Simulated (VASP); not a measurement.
# Ag in VASP: notebook

The runs below take Ag through single point, with PBEsol.

Everything below comes from runs of VASP 6.6.1. Logs are shortened: lines on timing, memory, paths and dates and some standing lists are left out, and cuts for length are marked.

## Step 1: The cell of the first run

The structure is cubic, space group Im-3m (No. 229). The conventional cell has a = 3.386 Å, b = 3.386 Å, c = 3.386 Å, α = 90.00°, β = 90.00°, γ = 90.00°. Ag (site symmetry m-3m) has 14 Ag at 2.93 to 3.39 Å within 3.9 Å.

## Step 2: Single point, PBEsol (strain +0.050 along x and y, +0.050 along z)

INCAR

```
SYSTEM = Ag
PREC     = Accurate       ! precision mode
ENCUT    = 520            ! plane-wave cutoff, eV
EDIFF    = 1E-6           ! SCF threshold, eV
ISMEAR   = 0              ! smearing method
SIGMA    = 0.15           ! smearing width, eV
LREAL    = .FALSE.        ! projectors in reciprocal space
LASPH    = .TRUE.         ! aspherical terms in the spheres
NELM     = 80             ! most SCF steps
ALGO     = Normal         ! electronic algorithm
ISIF     = 2              ! what is computed and relaxed
LWAVE    = .FALSE.        ! write WAVECAR
LCHARG   = .FALSE.        ! write CHGCAR
GGA      = PS             ! functional
NBANDS   = 12             ! bands
```

KPOINTS

```
Automatic mesh
0
G
  26 26 26
  0 0 0
```

POSCAR

```
Ag
1.0
   -1.6931851937      1.6931851937      1.6931851937
    1.6931851937     -1.6931851937      1.6931851937
    1.6931851937      1.6931851937     -1.6931851937
Ag
1
Direct
    0.0000000000      0.0000000000      0.0000000000
```

Potentials or basis: VASP PAW PBE potentials, release 64 (Ag).

On the command line:

```console
$ cat potpaw_PBE.64/Ag/POTCAR > POTCAR
$ mpirun -np 1 vasp_std > vasp.out
```

OUTCAR:

```text
SYSTEM = Ag
   PREC = Accurate
   ENCUT = 520
   EDIFF = 1E-6
   ISMEAR = 0
   LREAL = .FALSE.
   LASPH = .TRUE.
   NELM = 80
   ISIF = 2
   GGA = PS

 ion  position               nearest neighbor table
   1  0.000  0.000  0.000-

  LATTYP: Found a body centered cubic cell.
 ALAT       =     3.3863703874

  Lattice vectors:

 A1 = (  -1.6931851937,   1.6931851937,   1.6931851937)
 A2 = (   1.6931851937,  -1.6931851937,   1.6931851937)
 A3 = (   1.6931851937,   1.6931851937,  -1.6931851937)

Analysis of symmetry for initial positions (statically):
=====================================================================
 Subroutine PRICEL returns:
 Original cell was already a primitive cell.

 Routine SETGRP: Setting up the symmetry group for a
 body centered cubic supercell.

 Subroutine GETGRP returns: Found 48 space group operations
 (whereof 48 operations were pure point group operations)
 out of a pool of 48 trial point group operations.

The static configuration has the point symmetry O_h .

Analysis of symmetry for dynamics (positions and initial velocities):
=====================================================================
 Subroutine PRICEL returns:
 Original cell was already a primitive cell.

 Routine SETGRP: Setting up the symmetry group for a
 body centered cubic supercell.

 Subroutine GETGRP returns: Found 48 space group operations
 (whereof 48 operations were pure point group operations)
 out of a pool of 48 trial point group operations.

The dynamic configuration has the point symmetry O_h .

 Subroutine INISYM returns: Found 48 space group operations
 (whereof 48 operations are pure point group operations),
 and found     1 'primitive' translations

----------------------------------------------------------------------------------------

                                     Primitive cell

  volume of cell :      19.4166

  direct lattice vectors                    reciprocal lattice vectors
    -1.693185194  1.693185194  1.693185194     0.000000000  0.295301425  0.295301425
     1.693185194 -1.693185194  1.693185194     0.295301425  0.000000000  0.295301425
     1.693185194  1.693185194 -1.693185194     0.295301425  0.295301425  0.000000000

  length of vectors
     2.932682782  2.932682782  2.932682782     0.417619280  0.417619280  0.417619280

  position of ions in fractional coordinates (direct lattice)
     0.000000000  0.000000000  0.000000000

[... 74 lines left out ...]
   NELM   =     80;   NELMIN=  2; NELMDL= -5     # of ELM steps
   EDIFF  = 0.1E-05   stopping-criterion for ELM
   LREAL  =      F    real-space projection
[... 7 lines left out ...]
   TEBEG  =    0.0;   TEEND  =   0.0 temperature during run
   PSTRESS=    0.0 pullay stress
   NELECT =      11.0000    total number of electrons
   NUPDOWN=      -1.0000    fix difference up-down
   EMIN   =  10.00;   EMAX   =-10.00  energy-range for DOS
   EFERMI =   0.00;   METHOD = LEGACY
   ISMEAR =     0;   SIGMA  =   0.15  broadening in eV -4-tet -1-fermi 0-gaus
   EFERMI_NEDOS =   21; number of points for ismear=-14 and -15
   IALGO  =     38    algorithm
   IMIX   =      4    mixing-type and parameters
     AMIX     =   0.40;   BMIX     =  1.00
     AMIX_MAG =   1.60;   BMIX_MAG =  1.00
  volume/ion in A,a.u.               =      19.42       131.03
  Fermi-wavevector in a.u.,A,eV,Ry     =   1.354611  2.559844 24.966296  1.834971
  Thomas-Fermi vector in A             =   2.481768
   LORBIT       =      0    0 simple, 1 ext, 2 COOP (PROOUT), +10 PAW based schemes
   GGA     = PS    functional components
   LHFCALC =     F    Hartree Fock is set to
   AEXX    =    0.0000 exact exchange contribution
   IVDW    =     0    specifies the selected vdW correction
   LEPSILON=     F    determine dielectric tensor
   LRPA    =     F    only Hartree local field effects (RPA)
 non-spin polarized calculation
 Gauss-broadening in eV      SIGMA  =   0.15
  energy-cutoff  :      520.00
  volume of cell :       19.42
 maximum number of plane-waves:       543
 NGX is ok and might be reduce to    24
   NGX = 11   NGY = 11   NGZ = 11

 number of electron      10.9999999 magnetization

 Free energy of the ion-electron system (eV)
  ---------------------------------------------------
  ext. energy  EPLUGINS =         0.00000000
  ---------------------------------------------------
  free energy    TOTEN  =        -3.16439738 eV

  energy without entropy =       -3.16056522  energy(sigma->0) =       -3.16248130

 E-fermi :   6.5654     XC(G=0): -11.6526

 val. band max:        6.5478404089   @ k =   0.3462   0.1154   0.0385
 cond. band min:       6.5809081088   @ k =   0.3846   0.0769   0.0385
 fundamental gap:      0.0330676998
 Fermi energy:         6.5653641812

 k-point     1 :       0.0000    0.0000    0.0000
  band No.  band energies     occupation
      1      -0.3572      2.00000
      2       2.1169      2.00000
      3       2.1169      2.00000
      4       2.1169      2.00000
      5       3.2043      2.00000
      6       3.2043      2.00000
      7      23.9920      0.00000
      8      23.9920      0.00000
      9      23.9920      0.00000
     10      28.3919      0.00000
     11      28.3919      0.00000
     12      28.3919      0.00000
[... 331 lines left out ...]
 k-point    24 :       0.3846    0.0385    0.0000
  band No.  band energies     occupation
      1       1.0036      2.00000
      2       1.5483      2.00000
      3       3.1135      2.00000
      4       3.2661      2.00000
      5       3.7461      2.00000
      6       5.3306      2.00000
      7      11.9935      0.00000
      8      19.5445      0.00000
      9      20.1976      0.00000
     10      25.0138      0.00000
     11      26.0312      0.00000
     12      30.0270      0.00000

 [... further k-points ...]

------------------------ aborting loop because EDIFF is reached ----------------------------------------

  FORCE on cell =-STRESS in cart. coord.  units (eV):
  Direction    XX          YY          ZZ          XY          YZ          ZX
  --------------------------------------------------------------------------------------
  -------------------------------------------------------------------------------------
  Total       -1.3520908     -1.3520908     -1.3520908     -0.0000000      0.0000000      0.0000000
  in kB     -111.5688786   -111.5688786   -111.5688786     -0.0000000      0.0000000      0.0000000
  external PRESSURE =    -111.5688786 kB  Pullay stress =       0.0000000 kB

 VOLUME and BASIS-vectors are now :
 -----------------------------------------------------------------------------
  energy-cutoff  :      520.00
  volume of cell :       19.42
      direct lattice vectors                 reciprocal lattice vectors
    -1.693185194  1.693185194  1.693185194     0.000000000  0.295301425  0.295301425
     1.693185194 -1.693185194  1.693185194     0.295301425  0.000000000  0.295301425
     1.693185194  1.693185194 -1.693185194     0.295301425  0.295301425  0.000000000

 POSITION                                       TOTAL-FORCE (eV/Angst)
 -----------------------------------------------------------------------------------
      0.00000      0.00000      0.00000         0.000000      0.000000      0.000000
 -----------------------------------------------------------------------------------
    total drift:                               -0.000000      0.000000     -0.000000

  FREE ENERGIE OF THE ION-ELECTRON SYSTEM (eV)
  ---------------------------------------------------
  free  energy   TOTEN  =        -3.1643973773 eV

  energy  without entropy=       -3.1605652159  energy(sigma->0) =       -3.16248130
```

OSZICAR:

```text
N       E                     dE             d eps       ncg     rms          rms(c)
DAV:   1     0.513309349565E+02    0.51331E+02   -0.53439E+03 12424   0.808E+02
DAV:   2    -0.264583926867E+01   -0.53977E+02   -0.50691E+02 14116   0.188E+02
DAV:   3    -0.345770428656E+01   -0.81187E+00   -0.81134E+00 14328   0.248E+01
DAV:   4    -0.346017976835E+01   -0.24755E-02   -0.24754E-02 13764   0.143E+00
DAV:   5    -0.346020083622E+01   -0.21068E-04   -0.21068E-04 14188   0.120E-01    0.409E+00
DAV:   6    -0.317216419762E+01    0.28804E+00   -0.13274E+00 13164   0.989E+00    0.261E+00
DAV:   7    -0.316710783750E+01    0.50564E-02   -0.39565E-03 13512   0.681E-01    0.152E+00
DAV:   8    -0.316438596747E+01    0.27219E-02   -0.64149E-04 13828   0.194E-01    0.412E-02
DAV:   9    -0.316439525245E+01   -0.92850E-05   -0.10080E-05 13640   0.246E-02    0.105E-02
DAV:  10    -0.316439737351E+01   -0.21211E-05   -0.17168E-06 14092   0.122E-02    0.109E-03
DAV:  11    -0.316439737730E+01   -0.37883E-08   -0.32742E-08  6688   0.149E-03
   1 F= -.31643974E+01 E0= -.31624813E+01  d E =-.383216E-02
```

stdout:

```text
POSCAR found type information on POSCAR Ag
 POSCAR found :  1 types and       1 ions
 scaLAPACK will be used
 -----------------------------------------------------------------------------
|                                                                             |
|                                                                             |
|     You enforced a specific xc type in the INCAR file but a different       |
|     I HOPE YOU KNOW WHAT YOU ARE DOING!                                     |
|                                                                             |
 -----------------------------------------------------------------------------

 LDA part: xc-table for (Slater+PW92), standard interpolation
 POSCAR, INCAR and KPOINTS ok, starting setup
 FFT: planning ... GRIDC
 FFT: planning ... GRID_SOFT
 FFT: planning ... GRID
 WAVECAR not read
 entering main loop
```

Run time: 26 s. Hardware: 1 thread of Intel Xeon 6975P-C (Granite Rapids), shared host; peak memory 0.23 GiB.

Results:

```yaml
Free_energy: -3.1644 eV
Pressure: -11.2 GPa
```

Caveat: the cell differs from its parent crystal (strain +0.050 along x and y, +0.050 along z); the PAW data sets were made with another functional, which shifts forces and pressure a little.

## Step 3: Single point, PBEsol (strain -0.050 along x and y, -0.025 along z)

INCAR

```
PREC = Accurate
ENCUT = 520
EDIFF = 1E-6
ISMEAR = 0
SIGMA = 0.15
LREAL = False
LASPH = True
NELM = 100
ALGO = Fast
ISIF = 2
LWAVE = False
LCHARG = False
GGA = PS
NBANDS = 12
```

KPOINTS

```
regular mesh
0
Gamma
  26 26 26
```

POSCAR

```
Ag
1.0
   -1.5319294609      1.5319294609      1.5722433941
    1.5319294609     -1.5319294609      1.5722433941
    1.5319294609      1.5319294609     -1.5722433941
Ag
1
Direct
    0.0000000000      0.0000000000      0.0000000000
```

Potentials or basis: VASP PAW PBE potentials, release 64 (Ag).

On the command line:

```console
$ cat potpaw_PBE.64/Ag/POTCAR > POTCAR
$ mpirun -np 1 vasp_std > vasp.out
```

It took 66 s on 1 thread of Intel Xeon 6975P-C (Granite Rapids), shared host; peak memory 0.32 GiB.

It converged, with:

| Item | Value |
| --- | --- |
| Free energy | -3.1611 eV |
| Pressure | 20.6 GPa |

Stress tensor (GPa, compression positive):
```
20.40  0.00  0.00
 0.00 20.40  0.00
 0.00  0.00 21.03
```

Levels at points of the mesh, in eV from the Fermi level:
| k point | band 2 | band 3 | band 4 | band 5 | band 6 | band 7 | band 8 | band 9 | band 10 | band 11 |
| --- | --- | --- | --- | --- | --- | --- | --- | --- | --- | --- |
| (0.00, 0.00, 0.00) | -5.60 | -5.60 | -5.45 | -3.94 | -3.77 | 18.02 | 18.51 | 18.51 | 26.13 | 26.15 |
| (0.50, 0.00, 0.00) | -6.51 | -4.00 | -3.67 | -2.54 | -0.61 | 4.95 | 13.85 | 16.00 | 22.10 | 23.76 |
| (0.50, 0.50, 0.00) | -6.69 | -3.79 | -3.62 | -2.50 | -0.43 | 5.24 | 13.47 | 15.33 | 21.65 | 23.06 |
| (0.50, 0.50, 0.50) | -7.45 | -2.88 | -2.83 | -2.83 | 6.70 | 7.52 | 7.52 | 14.38 | 15.23 | 15.29 |

Caveat: the cell differs from its parent crystal (strain -0.050 along x and y, -0.025 along z); the PAW data sets were made with another functional, which shifts forces and pressure a little.

## Step 4: Single point, PBEsol (strain -0.050 along x and y, +0.000 along z)

INCAR

```
SYSTEM = Ag
ALGO = Fast ; EDIFF = 1E-6
ENCUT = 520 ; GGA = PS
ISIF = 2 ; ISMEAR = 0
LASPH = .TRUE. ; LCHARG = .FALSE.
LREAL = .FALSE. ; LWAVE = .FALSE.
NBANDS = 12 ; NELM = 100
PREC = Accurate ; SIGMA = 0.15
```

KPOINTS

```
k-points
0
G
  26 26 26
  0 0 0
```

POSCAR

```
Ag
1.0
   -1.5319294609      1.5319294609      1.6125573273
    1.5319294609     -1.5319294609      1.6125573273
    1.5319294609      1.5319294609     -1.6125573273
Ag
1
Direct
    0.0000000000      0.0000000000      0.0000000000
```

On the command line:

```console
$ cat potpaw_PBE.64/Ag/POTCAR > POTCAR
$ mpirun -np 1 vasp_std > vasp.out
```

Wall time 66 s (1 thread of Intel Xeon 6975P-C (Granite Rapids), shared host); peak memory 0.32 GiB.

Results (log left out):

```
Free energy : -3.2050 eV
Pressure    : 15.6 GPa
```

Stress tensor (GPa, compression positive):
```
15.34  0.00  0.00
 0.00 15.34  0.00
 0.00  0.00 16.18
```

Levels at points of the mesh, in eV from the Fermi level:
```tsv
k point	band 2	band 3	band 4	band 5	band 6	band 7	band 8	band 9	band 10	band 11
(0.00, 0.00, 0.00)	-5.51	-5.51	-5.23	-3.97	-3.66	17.68	18.60	18.60	25.46	25.82
(0.50, 0.00, 0.00)	-6.29	-4.05	-3.60	-2.56	-0.58	4.70	13.93	15.98	21.91	23.57
(0.50, 0.50, 0.00)	-6.61	-3.64	-3.52	-2.49	-0.24	5.25	13.17	14.70	21.02	22.22
(0.50, 0.50, 0.50)	-7.23	-2.90	-2.80	-2.80	6.13	7.71	7.71	13.52	15.23	15.24
```

Caveat: the cell differs from its parent crystal (strain -0.050 along x and y, +0.000 along z); the PAW data sets were made with another functional, which shifts forces and pressure a little.

(Part 1 of 2 ends here.)
